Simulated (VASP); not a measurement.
# GaSb3 (Imm2) in VASP: notebook

Runs on GaSb3. Level: PBEsol+D3(BJ). Tasks: single point.

Program: VASP 6.6.1. These are calculated values, not measurements. Logs are shortened: lines on timing, memory, paths and dates and some standing lists are left out, and cuts for length are marked.

### 1 The cell of the first run

It takes space group Imm2 (No. 44, orthorhombic). The conventional cell has a = 5.071 Å, b = 5.071 Å, c = 7.172 Å, α = 90.00°, β = 90.00°, γ = 90.00°. Ga (site symmetry mm2) has 14 Sb at 2.94 to 3.77 Å within 3.9 Å. Within 4.0 Å of Sb (site symmetry mm2) lie 10 Sb at 3.03 to 3.83 Å and 4 Ga at 3.07 to 3.14 Å. Sb (site symmetry mm2) has 4 Ga at 2.94 to 3.29 Å and 10 Sb at 3.04 to 3.83 Å within 3.9 Å. Within 4.0 Å of Sb (site symmetry mm2) lie 8 Sb at 3.03 to 3.18 Å and 6 Ga at 3.40 to 3.77 Å.

### 2 Single point, PBEsol+D3(BJ) (atoms displaced along several vibrational modes)

The input, INCAR:

```
SYSTEM = GaSb3
ALGO = Normal ; EDIFF = 1E-6
ENCUT = 520 ; GGA = PS
ISIF = 2 ; ISMEAR = 0
IVDW = 12 ; LASPH = .TRUE.
LCHARG = .FALSE. ; LREAL = .FALSE.
LWAVE = .FALSE. ; NBANDS = 22
NELM = 60 ; PREC = Accurate
SIGMA = 0.15
```

The input, KPOINTS:

```
k-points
0
G
  10 10 10
  0 0 0
```

The input, POSCAR:

```
GaSb3
1.0
    0.0000000000      3.5857729617      3.5857729617
    3.5857729617      0.0000000000      3.5857729617
    3.5857729617      3.5857729617      0.0000000000
Ga Sb
1 3
Direct
    0.0211948723     -0.0211948723     -0.0211948723
    0.2632978395      0.2367021605      0.2367021605
    0.7289956120      0.7710043880      0.7710043880
    0.4955698034      0.5044301966      0.5044301966
```

Potentials or basis: VASP PAW PBE potentials, release 64 (Ga_d, Sb).

Started as:

```console
$ cat potpaw_PBE.64/Ga_d/POTCAR potpaw_PBE.64/Sb/POTCAR > POTCAR
$ mpirun -np 1 vasp_std > vasp.out
```

OUTCAR:

```text
SYSTEM = GaSb3
   EDIFF = 1E-6
   ENCUT = 520
   GGA = PS
   ISIF = 2
   ISMEAR = 0
   IVDW = 12
   LASPH = .TRUE.
   LREAL = .FALSE.
   NELM = 60
   PREC = Accurate
 IVDW          = 12

 ion  position               nearest neighbor table
   1  0.021  0.979  0.979-   3 2.94   3 2.94   2 3.07   2 3.07   2 3.14   2 3.14   3 3.29   3 3.29

   2  0.263  0.237  0.237-   4 3.03   4 3.03   1 3.07   1 3.07   1 3.14   1 3.14   4 3.18   4 3.18
                             3 3.34   3 3.59   3 3.59   3 3.59   3 3.59
   3  0.729  0.771  0.771-   1 2.94   1 2.94   4 3.04   4 3.04   4 3.18   4 3.18   1 3.29   1 3.29
                             2 3.34   2 3.59   2 3.59   2 3.59   2 3.59
   4  0.496  0.504  0.504-   2 3.03   2 3.03   3 3.04   3 3.04   3 3.18   3 3.18   2 3.18   2 3.18

  LATTYP: Found a face centered cubic cell.
 ALAT       =     7.1715459234

  Lattice vectors:

 A1 = (   0.0000000000,   3.5857729617,   3.5857729617)
 A2 = (   3.5857729617,   0.0000000000,   3.5857729617)
 A3 = (   3.5857729617,   3.5857729617,   0.0000000000)

Analysis of symmetry for initial positions (statically):
=====================================================================
 Subroutine PRICEL returns:
 Original cell was already a primitive cell.

 Routine SETGRP: Setting up the symmetry group for a
 face centered cubic supercell.

 Subroutine GETGRP returns: Found  4 space group operations
 (whereof  4 operations were pure point group operations)
 out of a pool of 48 trial point group operations.

The static configuration has the point symmetry C_2v.

Analysis of symmetry for dynamics (positions and initial velocities):
=====================================================================
 Subroutine PRICEL returns:
 Original cell was already a primitive cell.

 Routine SETGRP: Setting up the symmetry group for a
 face centered cubic supercell.

 Subroutine GETGRP returns: Found  4 space group operations
 (whereof  4 operations were pure point group operations)
 out of a pool of 48 trial point group operations.

The dynamic configuration has the point symmetry C_2v.

 Subroutine INISYM returns: Found  4 space group operations
 (whereof  4 operations are pure point group operations),
 and found     1 'primitive' translations

----------------------------------------------------------------------------------------

                                     Primitive cell

  volume of cell :      92.2101

  direct lattice vectors                    reciprocal lattice vectors
     0.000000000  3.585772962  3.585772962    -0.139439949  0.139439949  0.139439949
     3.585772962  0.000000000  3.585772962     0.139439949 -0.139439949  0.139439949
     3.585772962  3.585772962  0.000000000     0.139439949  0.139439949 -0.139439949

  length of vectors
     5.071048754  5.071048754  5.071048754     0.241517077  0.241517077  0.241517077

  position of ions in fractional coordinates (direct lattice)
     0.021194872  0.978805128  0.978805128
     0.263297839  0.236702161  0.236702161
     0.728995612  0.771004388  0.771004388
     0.495569803  0.504430197  0.504430197

  ion indices of the primitive-cell ions
   primitive index   ion index
                 1           1
                 2           2
                 3           3
                 4           4

----------------------------------------------------------------------------------------

 KPOINTS: k-points

Automatic generation of k-mesh.
 Grid dimensions read from file:
 generate k-points for:   10   10   10

 Generating k-lattice:

  Cartesian coordinates                     Fractional coordinates (reciprocal lattice)
    -0.013943995  0.013943995  0.013943995     0.100000000  0.000000000  0.000000000
     0.013943995 -0.013943995  0.013943995     0.000000000  0.100000000  0.000000000
     0.013943995  0.013943995 -0.013943995     0.000000000  0.000000000  0.100000000

  Length of vectors
     0.024151708  0.024151708  0.024151708

  Shift w.r.t. Gamma in fractional coordinates (k-lattice)
     0.000000000  0.000000000  0.000000000

 Subroutine IBZKPT returns following result:
 ===========================================

 Found    171 irreducible k-points:

 Following reciprocal coordinates:
            Coordinates               Weight
  0.000000  0.000000  0.000000      1.000000
  0.100000  0.000000  0.000000      4.000000
  0.000000  0.100000  0.000000      4.000000
  0.200000  0.000000  0.000000      4.000000
  0.000000  0.200000  0.000000      4.000000
  0.300000  0.000000  0.000000      4.000000
[... 16 lines left out ...]
  0.000000  0.400000  0.100000      4.000000
  0.100000  0.000000  0.400000      8.000000
 [... further k-points ...]
   k-points           NKPTS =    171   k-points in BZ     NKDIM =    171   number of bands    NBANDS=     22
   number of dos      NEDOS =    301   number of ions     NIONS =      4
   total plane-waves  NPLWV =  64000
   dimension x,y,z NGX =    40 NGY =   40 NGZ =   40
   dimension x,y,z NGXF=    80 NGYF=   80 NGZF=   80
   ions per type =               1   3
   NGX,Y,Z   is equivalent  to a cutoff of  13.11, 13.11, 13.11 a.u.
   NGXF,Y,Z  is equivalent  to a cutoff of  26.23, 26.23, 26.23 a.u.
 SYSTEM =  GaSb3
   PREC   = accura    normal or accurate (medium, high low for compatibility)
   ISTART =      0    job   : 0-new  1-cont  2-samecut
   ICHARG =      2    charge: 1-file 2-atom 10-const
   ISPIN  =      1    spin polarized calculation?
   LNONCOLLINEAR =      F non collinear calculations
   LSORBIT =      F    spin-orbit coupling
   LASPH  =      T    aspherical Exc in radial PAW
   ENCUT  =  520.0 eV  38.22 Ry    6.18 a.u.   9.43  9.43  9.43*2*pi/ulx,y,z
   NELM   =     60;   NELMIN=  2; NELMDL= -5     # of ELM steps
   EDIFF  = 0.1E-05   stopping-criterion for ELM
   LREAL  =      F    real-space projection
   EDIFFG = 0.1E-04   stopping-criterion for IOM
   NSW    =      0    number of steps for IOM
   IBRION =     -1    ionic relax: 0-MD 1-quasi-New 2-CG
   NFREE  =      0    steps in history (QN), initial steepest desc. (CG)
   ISIF   =      2    stress and relaxation
   ISYM   =      2    0-nonsym 1-usesym 2-fastsym
   POTIM  = 0.5000    time-step for ionic-motion
   TEBEG  =    0.0;   TEEND  =   0.0 temperature during run
   PSTRESS=    0.0 pullay stress
   NELECT =      28.0000    total number of electrons
   NUPDOWN=      -1.0000    fix difference up-down
   EMIN   =  10.00;   EMAX   =-10.00  energy-range for DOS
   EFERMI =   0.00;   METHOD = LEGACY
   ISMEAR =     0;   SIGMA  =   0.15  broadening in eV -4-tet -1-fermi 0-gaus
   EFERMI_NEDOS =   21; number of points for ismear=-14 and -15
   IALGO  =     38    algorithm
   IMIX   =      4    mixing-type and parameters
     AMIX     =   0.40;   BMIX     =  1.00
     AMIX_MAG =   1.60;   BMIX_MAG =  1.00
  volume/ion in A,a.u.               =      23.05       155.57
  Fermi-wavevector in a.u.,A,eV,Ry     =   1.100360  2.079379 16.473821  1.210792
  Thomas-Fermi vector in A             =   2.236770
   LORBIT       =      0    0 simple, 1 ext, 2 COOP (PROOUT), +10 PAW based schemes
   GGA     = PS    functional components
   LHFCALC =     F    Hartree Fock is set to
   AEXX    =    0.0000 exact exchange contribution
   IVDW    =    12    specifies the selected vdW correction
   LEPSILON=     F    determine dielectric tensor
   LRPA    =     F    only Hartree local field effects (RPA)
 non-spin polarized calculation
 Gauss-broadening in eV      SIGMA  =   0.15
  energy-cutoff  :      520.00
  volume of cell :       92.21
 maximum number of plane-waves:      2511
 NGX is ok and might be reduce to    40
   NGX = 19   NGY = 19   NGZ = 19

 number of electron      28.0000002 magnetization

 Free energy of the ion-electron system (eV)
  ---------------------------------------------------
  ext. energy  EPLUGINS =         0.00000000
  ---------------------------------------------------
  free energy    TOTEN  =       -16.25430271 eV

  energy without entropy =      -16.23728344  energy(sigma->0) =      -16.24579307

 E-fermi :   8.7328     XC(G=0): -10.8222

 val. band max:        8.7051848680   @ k =  -0.3000  -0.2000  -0.4000
 cond. band min:       8.7422499877   @ k =   0.0000   0.1000   0.1000
 fundamental gap:      0.0370651197
 Fermi energy:         8.7328309045

 k-point     1 :       0.0000    0.0000    0.0000
  band No.  band energies     occupation
      1      -6.0198      2.00000
      2      -6.0133      2.00000
      3      -6.0128      2.00000
      4      -5.9938      2.00000
      5      -5.9931      2.00000
      6      -4.6367      2.00000
[... 14 lines left out ...]
     21      16.5270      0.00000
     22      16.7034      0.00000

 k-point     2 :       0.1000    0.0000    0.0000
  band No.  band energies     occupation
      1      -6.0193      2.00000
      2      -6.0132      2.00000
      3      -6.0129      2.00000
      4      -5.9938      2.00000
      5      -5.9933      2.00000
      6      -4.5536      2.00000
[... 14 lines left out ...]
     21      15.8659      0.00000
     22      16.3136      0.00000

 k-point     3 :       0.0000    0.1000    0.0000
  band No.  band energies     occupation
      1      -6.0201      2.00000
      2      -6.0135      2.00000
      3      -6.0124      2.00000
      4      -5.9940      2.00000
      5      -5.9932      2.00000
      6      -4.5484      2.00000
[... 14 lines left out ...]
     21      15.7461      0.00000
     22      16.3911      0.00000
[... 476 lines left out ...]
 k-point    23 :       0.0000    0.4000    0.1000
  band No.  band energies     occupation
      1      -6.0277      2.00000
      2      -6.0116      2.00000
      3      -6.0091      2.00000
      4      -5.9967      2.00000
      5      -5.9933      2.00000
      6      -3.3963      2.00000
[... 14 lines left out ...]
     21      14.1863      0.00000
     22      15.0920      0.00000

 k-point    24 :       0.1000    0.0000    0.4000
  band No.  band energies     occupation
      1      -6.0255      2.00000
      2      -6.0132      2.00000
      3      -6.0097      2.00000
      4      -5.9958      2.00000
      5      -5.9941      2.00000
      6      -3.3831      2.00000
[... 14 lines left out ...]
     21      14.3374      0.00000
     22      15.2258      0.00000

 [... further k-points ...]

------------------------ aborting loop because EDIFF is reached ----------------------------------------

 Edisp (eV)   -1.97348

 E8    (eV) :    -1.3576

  FORCE on cell =-STRESS in cart. coord.  units (eV):
  Direction    XX          YY          ZZ          XY          YZ          ZX
  --------------------------------------------------------------------------------------
  -------------------------------------------------------------------------------------
  Total       0.62433     0.53719     0.53719     0.00000    -0.55378     0.00000
  in kB      10.84784     9.33385     9.33385     0.00000    -9.62213     0.00000
  external pressure =        9.84 kB  Pullay stress =        0.00 kB

 VOLUME and BASIS-vectors are now :
 -----------------------------------------------------------------------------
  energy-cutoff  :      520.00
  volume of cell :       92.21
      direct lattice vectors                 reciprocal lattice vectors
     0.000000000  3.585772962  3.585772962    -0.139439949  0.139439949  0.139439949
     3.585772962  0.000000000  3.585772962     0.139439949 -0.139439949  0.139439949
     3.585772962  3.585772962  0.000000000     0.139439949  0.139439949 -0.139439949

 POSITION                                       TOTAL-FORCE (eV/Angst)
 -----------------------------------------------------------------------------------
      7.01955      3.58577      3.58577         0.372893     -0.000000     -0.000000
      1.69752      1.79289      1.79289         0.445961      0.000000      0.000000
      5.52929      5.37866      5.37866        -0.655398      0.000000      0.000000
      3.61754      3.58577      3.58577        -0.163457      0.000000      0.000000
 -----------------------------------------------------------------------------------
    total drift:                                0.000438     -0.000002     -0.000002

  FREE ENERGIE OF THE ION-ELECTRON SYSTEM (eV)
  ---------------------------------------------------
  free  energy   TOTEN  =       -18.2277789143 eV

  energy  without entropy=      -18.2107596474  energy(sigma->0) =      -18.21926928
```

It took 2.6 min on 1 thread of Intel Xeon Platinum 8559C (Emerald Rapids), shared host; peak memory 0.48 GiB.

What came out:

| Item | Value |
| --- | --- |
| Free energy | -18.2278 eV |
| Pressure | 1.0 GPa |
| Largest force | 0.655 eV/Å |
| Band gap on the k mesh | zero (bands 14 and 15 overlap by 3.98 eV) |
| Dispersion energy per atom | -0.493 eV |

Forces on the atoms (eV/Å):
```
Ga   0.373  0.000  0.000
Sb   0.446  0.000  0.000
Sb  -0.655  0.000  0.000
Sb  -0.163  0.000  0.000
```

Caveat: the cell differs from its parent crystal (atoms displaced along several vibrational modes); the PAW data sets were made with another functional, which shifts forces and pressure a little; spin-orbit coupling is left out, which moves the levels of the heavy elements.

### 3 Single point, PBEsol+D3(BJ) (atoms displaced along several vibrational modes)

The input, INCAR:

```
PREC = Accurate
ENCUT = 520
EDIFF = 1E-7
ISMEAR = 0
SIGMA = 0.15
LREAL = False
LASPH = True
NELM = 100
ALGO = Normal
ISIF = 2
LWAVE = False
LCHARG = True
GGA = PS
IVDW = 12
LELF = True
LVHAR = True
NBANDS = 22
```

The input, KPOINTS:

```
Automatic mesh
0
Gamma
  10 10 10
```

The input, POSCAR:

```
GaSb3
1.0
    0.0000000000      3.5857729617      3.5857729617
    3.5857729617      0.0000000000      3.5857729617
    3.5857729617      3.5857729617      0.0000000000
Ga Sb
1 3
Direct
    0.0635846169     -0.0635846169     -0.0635846169
    0.2441572152      0.2558427848      0.2558427848
    0.7327231393      0.7672768607      0.7672768607
    0.4867094103      0.5132905897      0.5132905897
```

Potentials or basis: VASP PAW PBE potentials, release 64 (Ga_d, Sb).

Started as:

```console
$ cat potpaw_PBE.64/Ga_d/POTCAR potpaw_PBE.64/Sb/POTCAR > POTCAR
$ mpirun -np 1 vasp_std > vasp.out
```

It took 2.6 min on 1 thread of Intel Xeon Platinum 8559C (Emerald Rapids), shared host; peak memory 0.48 GiB.

Results (log left out):

* Free energy: -18.0051 eV
* Pressure: 2.9 GPa
* Largest force: 1.196 eV/Å
* Band gap on the k mesh: zero (bands 14 and 15 overlap by 3.71 eV)
* Dispersion energy per atom: -0.494 eV

Forces in eV/Å, atoms in the order of the input:
```
Ga   1.196  0.000  0.000
Sb  -0.079  0.000  0.000
Sb  -0.406  0.000  0.000
Sb  -0.711  0.000  0.000
```

Stress tensor (GPa, compression positive):
```
 2.31  0.00  0.00
 0.00  3.19 -0.19
 0.00 -0.19  3.19
```

Levels at points of the mesh, in eV from the Fermi level:
```csv
k point,band 10,band 11,band 12,band 13,band 14,band 15,band 16,band 17,band 18,band 19
"(0.00, 0.00, 0.00)",-3.44,-3.42,-2.91,-2.87,-2.57,-2.36,-0.71,-0.40,-0.31,3.14
"(0.50, 0.00, 0.00)",-4.33,-4.13,-3.00,-2.84,0.06,0.27,2.00,2.03,3.03,3.59
"(0.00, 0.50, 0.00)",-4.30,-4.19,-3.09,-2.59,-0.05,0.33,1.86,2.01,2.98,3.70
"(0.50, 0.50, 0.00)",-5.74,-5.24,1.00,1.10,1.12,1.47,2.00,2.23,2.52,4.32
"(0.00, 0.50, 0.50)",-6.00,-5.96,0.70,0.78,0.78,1.57,2.29,2.31,2.42,4.49
```

Caveat: the cell differs from its parent crystal (atoms displaced along several vibrational modes); the PAW data sets were made with another functional, which shifts forces and pressure a little; spin-orbit coupling is left out, which moves the levels of the heavy elements.

### 4 Single point, PBEsol+D3(BJ) (atoms displaced along several vibrational modes)

The input, INCAR:

```
ALGO = Normal
EDIFF = 1E-6
ENCUT = 520
GGA = PS
ISIF = 2
ISMEAR = 0
IVDW = 12
LASPH = True
LCHARG = False
LREAL = False
LWAVE = False
NBANDS = 22
NELM = 100
PREC = Accurate
SIGMA = 0.15
```

The input, KPOINTS:

```
k-points
0
Gamma
  10 10 10
```

The input, POSCAR:

```
GaSb3
1.0
    0.0000000000      3.5857729617      3.5857729617
    3.5857729617      0.0000000000      3.5857729617
    3.5857729617      3.5857729617      0.0000000000
Ga Sb
1 3
Direct
    0.0635846169     -0.0635846169     -0.0635846169
    0.2555912910      0.2444087090      0.2444087090
    0.7212890635      0.7787109365      0.7787109365
    0.4867094103      0.5132905897      0.5132905897
```

Started as:

```console
$ cat potpaw_PBE.64/Ga_d/POTCAR potpaw_PBE.64/Sb/POTCAR > POTCAR
$ mpirun -np 1 vasp_std > vasp.out
```

It took 2.3 min on 1 thread of Intel Xeon Platinum 8559C (Emerald Rapids), shared host; peak memory 0.48 GiB.

It converged, with:

```yaml
Free_energy: -17.9494 eV
Pressure: 3.4 GPa
Largest_force: 1.178 eV/Å
Band_gap_on_the_k_mesh: zero (bands 14 and 15 overlap by 3.66 eV)
Dispersion_energy_per_atom: -0.494 eV
```

Forces in eV/Å, atoms in the order of the input:
```
Ga   1.178  0.000  0.000
Sb   0.298  0.000  0.000
Sb  -0.752  0.000  0.000
Sb  -0.724  0.000  0.000
```

Stress tensor (GPa, compression positive):
```
 2.69  0.00  0.00
 0.00  3.72 -0.58
 0.00 -0.58  3.72
```

Levels at points of the mesh, in eV from the Fermi level:
| k point | band 12 | band 13 | band 14 | band 15 | band 16 | band 17 |
| --- | --- | --- | --- | --- | --- | --- |
| (0.00, 0.00, 0.00) | -3.19 | -2.95 | -2.32 | -2.30 | -0.99 | -0.27 |
| (0.50, 0.00, 0.00) | -3.05 | -2.89 | 0.11 | 0.27 | 2.04 | 2.13 |
| (0.00, 0.50, 0.00) | -3.14 | -2.31 | -0.16 | 0.40 | 1.72 | 1.98 |
| (0.50, 0.50, 0.00) | 1.07 | 1.08 | 1.10 | 1.54 | 1.96 | 1.97 |
| (0.00, 0.50, 0.50) | 0.70 | 0.78 | 0.78 | 1.48 | 2.26 | 2.33 |

Caveat: the cell differs from its parent crystal (atoms displaced along several vibrational modes); the cell stands under pressure; the PAW data sets were made with another functional, which shifts forces and pressure a little; spin-orbit coupling is left out, which moves the levels of the heavy elements.

[end of part 1 of 2]

The gap in the log of VASP goes by the Fermi energy; the results here count the filled bands.